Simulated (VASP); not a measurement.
# TiH (P6_3/mmc) in VASP: a series of runs

Runs on TiH. Level: LDA. Tasks: single point, relaxation of cell and atoms.

Everything below comes from runs of VASP 6.6.1. Logs are shortened: lines on timing, memory, paths and dates and some standing lists are left out, and cuts for length are marked.

## (1) The cell of the first run

It takes space group P6_3/mmc (No. 194, hexagonal). Conventional cell: a = 2.705 Å, b = 2.705 Å, c = 4.920 Å, α = 90.00°, β = 90.00°, γ = 120.00°. Ti (site symmetry -3m) has 6 H at 1.99 Å and 2 Ti at 2.46 Å within 2.6 Å. Within 2.6 Å of H (site symmetry -6m2) lie 6 Ti at 1.99 Å.

## (2) Single point, LDA

INCAR

```
PREC = Accurate
ENCUT = 520
EDIFF = 1E-6
ISMEAR = 1
SIGMA = 0.05
LREAL = F
LASPH = T
NELM = 100
ALGO = Normal
ISIF = 2
LWAVE = F
LCHARG = T
LELF = T
LVHAR = T
NBANDS = 21
```

KPOINTS

```
regular mesh
0
Gamma
  7 7 4
```

POSCAR

```
TiH
1.0
    2.7052275125      0.0000000000      0.0000000000
   -1.3526137563      2.3427957489      0.0000000000
    0.0000000000      0.0000000000      4.9204376304
Ti H
2 2
Direct
    0.0000000000      0.0000000000      0.0000000000
    0.0000000000      0.0000000000      0.5000000000
    0.6666666667      0.3333333333      0.7500000000
    0.3333333333      0.6666666667      0.2500000000
```

Potentials or basis: VASP PAW LDA potentials, release 64 (Ti_sv, H).

The run is started by

```
$ cat potpaw_LDA.64/Ti_sv/POTCAR potpaw_LDA.64/H/POTCAR > POTCAR
$ mpirun -np 1 vasp_std > vasp.out
```

OUTCAR:

```text
PREC = Accurate
   ENCUT = 520
   EDIFF = 1E-6
   ISMEAR = 1
   LREAL = F
   LASPH = T
   NELM = 100
   ISIF = 2

 ion  position               nearest neighbor table
   1  0.000  0.000  0.000-   2 2.46   2 2.46
   2  0.000  0.000  0.500-   1 2.46   1 2.46
   3  0.667  0.333  0.750-
   4  0.333  0.667  0.250-

  LATTYP: Found a hexagonal cell.
 ALAT       =     2.7052275125
 C/A-ratio  =     1.8188627787

  Lattice vectors:

 A1 = (   2.7052275125,   0.0000000000,   0.0000000000)
 A2 = (  -1.3526137563,   2.3427957489,   0.0000000000)
 A3 = (   0.0000000000,   0.0000000000,   4.9204376304)

Analysis of symmetry for initial positions (statically):
=====================================================================
 Subroutine PRICEL returns:
 Original cell was already a primitive cell.

 Routine SETGRP: Setting up the symmetry group for a
 hexagonal supercell.

 Subroutine GETGRP returns: Found 24 space group operations
 (whereof 12 operations were pure point group operations)
 out of a pool of 24 trial point group operations.

The static configuration has the point symmetry D_3d.
 The point group associated with its full space group is D_6h.

Analysis of symmetry for dynamics (positions and initial velocities):
=====================================================================
 Subroutine PRICEL returns:
 Original cell was already a primitive cell.

 Routine SETGRP: Setting up the symmetry group for a
 hexagonal supercell.

 Subroutine GETGRP returns: Found 24 space group operations
 (whereof 12 operations were pure point group operations)
 out of a pool of 24 trial point group operations.

The dynamic configuration has the point symmetry D_3d.
 The point group associated with its full space group is D_6h.

 Subroutine INISYM returns: Found 24 space group operations
 (whereof 12 operations are pure point group operations),
 and found     1 'primitive' translations

----------------------------------------------------------------------------------------

                                     Primitive cell

  volume of cell :      31.1847

  direct lattice vectors                    reciprocal lattice vectors
     2.705227513  0.000000000  0.000000000     0.369654676  0.213420227  0.000000000
    -1.352613756  2.342795749  0.000000000     0.000000000  0.426840454  0.000000000
     0.000000000  0.000000000  4.920437630     0.000000000  0.000000000  0.203233955

  length of vectors
     2.705227513  2.705227513  4.920437630     0.426840454  0.426840454  0.203233955

  position of ions in fractional coordinates (direct lattice)
     0.000000000  0.000000000  0.000000000
     0.000000000  0.000000000  0.500000000
     0.666666667  0.333333333  0.750000000
     0.333333333  0.666666667  0.250000000

  ion indices of the primitive-cell ions
   primitive index   ion index
                 1           1
                 2           2
                 3           3
                 4           4

----------------------------------------------------------------------------------------

 KPOINTS: regular mesh

Automatic generation of k-mesh.
 Grid dimensions read from file:
 generate k-points for:    7    7    4

 Generating k-lattice:

  Cartesian coordinates                     Fractional coordinates (reciprocal lattice)
     0.052807811  0.030488604  0.000000000     0.142857143  0.000000000  0.000000000
     0.000000000  0.060977208  0.000000000     0.000000000  0.142857143  0.000000000
     0.000000000  0.000000000  0.050808489     0.000000000  0.000000000  0.250000000

  Length of vectors
     0.060977208  0.060977208  0.050808489

  Shift w.r.t. Gamma in fractional coordinates (k-lattice)
     0.000000000  0.000000000  0.000000000

 Subroutine IBZKPT returns following result:
 ===========================================

 Found     24 irreducible k-points:

 Following reciprocal coordinates:
            Coordinates               Weight
  0.000000  0.000000  0.000000      1.000000
  0.142857 -0.000000  0.000000      6.000000
  0.285714 -0.000000  0.000000      6.000000
  0.428571 -0.000000  0.000000      6.000000
  0.142857  0.142857  0.000000      6.000000
  0.285714  0.142857  0.000000     12.000000
[... 16 lines left out ...]
  0.428571  0.142857  0.500000      6.000000
  0.285714  0.285714  0.500000      6.000000
   k-points           NKPTS =     24   k-points in BZ     NKDIM =     24   number of bands    NBANDS=     21
   number of dos      NEDOS =    301   number of ions     NIONS =      4
   total plane-waves  NPLWV =  16000
   dimension x,y,z NGX =    20 NGY =   20 NGZ =   40
   dimension x,y,z NGXF=    40 NGYF=   40 NGZF=   80
   ions per type =               2   2
   NGX,Y,Z   is equivalent  to a cutoff of  12.29, 12.29, 13.51 a.u.
   NGXF,Y,Z  is equivalent  to a cutoff of  24.58, 24.58, 27.03 a.u.
 SYSTEM =  unknown system
   PREC   = accura    normal or accurate (medium, high low for compatibility)
   ISTART =      0    job   : 0-new  1-cont  2-samecut
   ICHARG =      2    charge: 1-file 2-atom 10-const
   ISPIN  =      1    spin polarized calculation?
   LNONCOLLINEAR =      F non collinear calculations
   LSORBIT =      F    spin-orbit coupling
   LASPH  =      T    aspherical Exc in radial PAW
   ENCUT  =  520.0 eV  38.22 Ry    6.18 a.u.   5.03  5.03  9.15*2*pi/ulx,y,z
   NELM   =    100;   NELMIN=  2; NELMDL= -5     # of ELM steps
   EDIFF  = 0.1E-05   stopping-criterion for ELM
   LREAL  =      F    real-space projection
   EDIFFG = 0.1E-04   stopping-criterion for IOM
   NSW    =      0    number of steps for IOM
   IBRION =     -1    ionic relax: 0-MD 1-quasi-New 2-CG
   NFREE  =      0    steps in history (QN), initial steepest desc. (CG)
   ISIF   =      2    stress and relaxation
   ISYM   =      2    0-nonsym 1-usesym 2-fastsym
   POTIM  = 0.5000    time-step for ionic-motion
   TEBEG  =    0.0;   TEEND  =   0.0 temperature during run
   PSTRESS=    0.0 pullay stress
   NELECT =      26.0000    total number of electrons
   NUPDOWN=      -1.0000    fix difference up-down
   EMIN   =  10.00;   EMAX   =-10.00  energy-range for DOS
   EFERMI =   0.00;   METHOD = LEGACY
   ISMEAR =     1;   SIGMA  =   0.05  broadening in eV -4-tet -1-fermi 0-gaus
   EFERMI_NEDOS =   21; number of points for ismear=-14 and -15
   IALGO  =     38    algorithm
   IMIX   =      4    mixing-type and parameters
     AMIX     =   0.40;   BMIX     =  1.00
     AMIX_MAG =   1.60;   BMIX_MAG =  1.00
  volume/ion in A,a.u.               =       7.80        52.61
  Fermi-wavevector in a.u.,A,eV,Ry     =   1.540820  2.911728 32.301957  2.374127
  Thomas-Fermi vector in A             =   2.646853
   LORBIT       =      0    0 simple, 1 ext, 2 COOP (PROOUT), +10 PAW based schemes
   GGA     = CA    functional components
   LHFCALC =     F    Hartree Fock is set to
   AEXX    =    0.0000 exact exchange contribution
   IVDW    =     0    specifies the selected vdW correction
   LEPSILON=     F    determine dielectric tensor
   LRPA    =     F    only Hartree local field effects (RPA)
 non-spin polarized calculation
 Methfessel and Paxton  Order N= 1 SIGMA  =   0.05
  energy-cutoff  :      520.00
  volume of cell :       31.18
 maximum number of plane-waves:       854
 NGX is ok and might be reduce to    20
   NGX =  9   NGY =  9   NGZ = 19

 number of electron      25.9999986 magnetization

 Free energy of the ion-electron system (eV)
  ---------------------------------------------------
  ext. energy  EPLUGINS =         0.00000000
  ---------------------------------------------------
  free energy    TOTEN  =       -24.97648048 eV

  energy without entropy =      -24.97614868  energy(sigma->0) =      -24.97636988

 E-fermi :  10.4394     XC(G=0): -12.9252

 val. band max:       10.4119657145   @ k =   0.1429  -0.0000   0.2500
 cond. band min:      10.6911531227   @ k =   0.2857   0.2857   0.0000
 fundamental gap:      0.2791874082
 Fermi energy:        10.4394047371

 k-point     1 :       0.0000    0.0000    0.0000
  band No.  band energies     occupation
      1     -45.4401      2.00000
      2     -45.1551      2.00000
      3     -22.9204      2.00000
      4     -21.4833      2.00000
      5     -21.4833      2.00000
      6     -21.3225      2.00000
[... 13 lines left out ...]
     20      14.7827      0.00000
     21      19.1810      0.00000

 k-point     2 :       0.1429   -0.0000    0.0000
  band No.  band energies     occupation
      1     -45.3998      2.00000
      2     -45.1186      2.00000
      3     -22.8670      2.00000
      4     -21.7113      2.00000
      5     -21.5311      2.00000
      6     -21.5187      2.00000
[... 13 lines left out ...]
     20      14.7026      0.00000
     21      19.1162      0.00000

 k-point     3 :       0.2857   -0.0000    0.0000
  band No.  band energies     occupation
      1     -45.3080      2.00000
      2     -45.0353      2.00000
      3     -22.7453      2.00000
      4     -22.2039      2.00000
      5     -21.9469      2.00000
      6     -21.6371      2.00000
[... 13 lines left out ...]
     20      14.5290      0.00000
     21      18.8116      0.00000

 k-point     4 :       0.4286   -0.0000    0.0000
  band No.  band energies     occupation
      1     -45.2330      2.00000
      2     -44.9675      2.00000
      3     -22.6490      2.00000
      4     -22.5788      2.00000
      5     -22.2790      2.00000
      6     -21.7207      2.00000
[... 13 lines left out ...]
     20      14.8763      0.00000
     21      17.5391      0.00000

 k-point     5 :       0.1429    0.1429    0.0000
  band No.  band energies     occupation
      1     -45.3337      2.00000
      2     -45.0586      2.00000
      3     -22.7793      2.00000
      4     -22.0371      2.00000
      5     -21.8015      2.00000
      6     -21.6425      2.00000
[... 13 lines left out ...]
     20      14.5046      0.00000
     21      18.9628      0.00000

 k-point     6 :       0.2857    0.1429    0.0000
  band No.  band energies     occupation
      1     -45.2499      2.00000
      2     -44.9828      2.00000
      3     -22.6686      2.00000
      4     -22.4052      2.00000
      5     -22.1247      2.00000
      6     -21.8046      2.00000
[... 13 lines left out ...]
     20      15.3126      0.00000
     21      18.6560      0.00000

 k-point     7 :       0.4286    0.1429    0.0000
  band No.  band energies     occupation
      1     -45.2122      2.00000
      2     -44.9487      2.00000
      3     -22.6208      2.00000
      4     -22.5609      2.00000
      5     -22.2643      2.00000
      6     -21.8780      2.00000
[... 13 lines left out ...]
     20      16.2816      0.00000
     21      17.2023      0.00000
[... 291 lines left out ...]
      1     -45.1023      2.00000
      2     -45.1023      2.00000
      3     -22.4336      2.00000
      4     -22.4336      2.00000
      5     -21.9093      2.00000
      6     -21.9093      2.00000
[... 13 lines left out ...]
     20      14.7077      0.00000
     21      17.7682      0.00000

 k-point    21 :       0.1429    0.1429    0.5000
  band No.  band energies     occupation
      1     -45.1983      2.00000
      2     -45.1983      2.00000
      3     -22.0277      2.00000
      4     -22.0277      2.00000
      5     -21.9010      2.00000
      6     -21.9010      2.00000
[... 13 lines left out ...]
     20      13.3170      0.00000
     21      19.4723      0.00000

 k-point    22 :       0.2857    0.1429    0.5000
  band No.  band energies     occupation
      1     -45.1184      2.00000
      2     -45.1184      2.00000
      3     -22.2702      2.00000
      4     -22.2702      2.00000
      5     -21.9235      2.00000
      6     -21.9235      2.00000
[... 13 lines left out ...]
     20      14.9697      0.00000
     21      18.9306      0.00000

 k-point    23 :       0.4286    0.1429    0.5000
  band No.  band energies     occupation
      1     -45.0825      2.00000
      2     -45.0825      2.00000
      3     -22.4162      2.00000
      4     -22.4162      2.00000
      5     -21.8905      2.00000
      6     -21.8905      2.00000
[... 13 lines left out ...]
     20      15.9349      0.00000
     21      17.9959      0.00000

 k-point    24 :       0.2857    0.2857    0.5000
  band No.  band energies     occupation
      1     -45.0737      2.00000
      2     -45.0737      2.00000
      3     -22.2708      2.00000
      4     -22.2708      2.00000
      5     -21.9875      2.00000
      6     -21.9875      2.00000
[... 13 lines left out ...]
     20      16.5558      0.00000
     21      18.9670      0.00000

------------------------ aborting loop because EDIFF is reached ----------------------------------------

  FORCE on cell =-STRESS in cart. coord.  units (eV):
  Direction    XX          YY          ZZ          XY          YZ          ZX
  --------------------------------------------------------------------------------------
  -------------------------------------------------------------------------------------
  Total        3.8981534      3.8981534      3.9432769     -0.0000000      0.0000000      0.0000000
  in kB      200.2753760    200.2753761    202.5936865     -0.0000000      0.0000000      0.0000000
  external PRESSURE =     201.0481462 kB  Pullay stress =       0.0000000 kB

 VOLUME and BASIS-vectors are now :
 -----------------------------------------------------------------------------
  energy-cutoff  :      520.00
  volume of cell :       31.18
      direct lattice vectors                 reciprocal lattice vectors
     2.705227513  0.000000000  0.000000000     0.369654676  0.213420227  0.000000000
    -1.352613756  2.342795749  0.000000000     0.000000000  0.426840454  0.000000000
     0.000000000  0.000000000  4.920437630     0.000000000  0.000000000  0.203233955

 POSITION                                       TOTAL-FORCE (eV/Angst)
 -----------------------------------------------------------------------------------
      0.00000      0.00000      0.00000        -0.000000      0.000000     -0.000000
      0.00000      0.00000      2.46022        -0.000000      0.000000     -0.000000
      1.35261      0.78093      3.69033         0.000000      0.000000      0.000000
     -0.00000      1.56186      1.23011        -0.000000     -0.000000     -0.000000
 -----------------------------------------------------------------------------------
    total drift:                               -0.000000      0.000000      0.000000

  FREE ENERGIE OF THE ION-ELECTRON SYSTEM (eV)
  ---------------------------------------------------
  free  energy   TOTEN  =       -24.9764804828 eV

  energy  without entropy=      -24.9761486756  energy(sigma->0) =      -24.97636988
```

Wall time 6.5 s (1 thread of Intel Xeon 6975P-C (Granite Rapids), shared host); peak memory 0.13 GiB.

Results:

* Free energy: -24.9765 eV
* Pressure: 20.1 GPa
* Band gap on the k mesh: zero (band 13 reaches 11.40 eV, above the bottom of band 14 at 9.86 eV)

Caveat: the k points lie up to 0.38 Å⁻¹ apart.

[end of part 1 of 2]
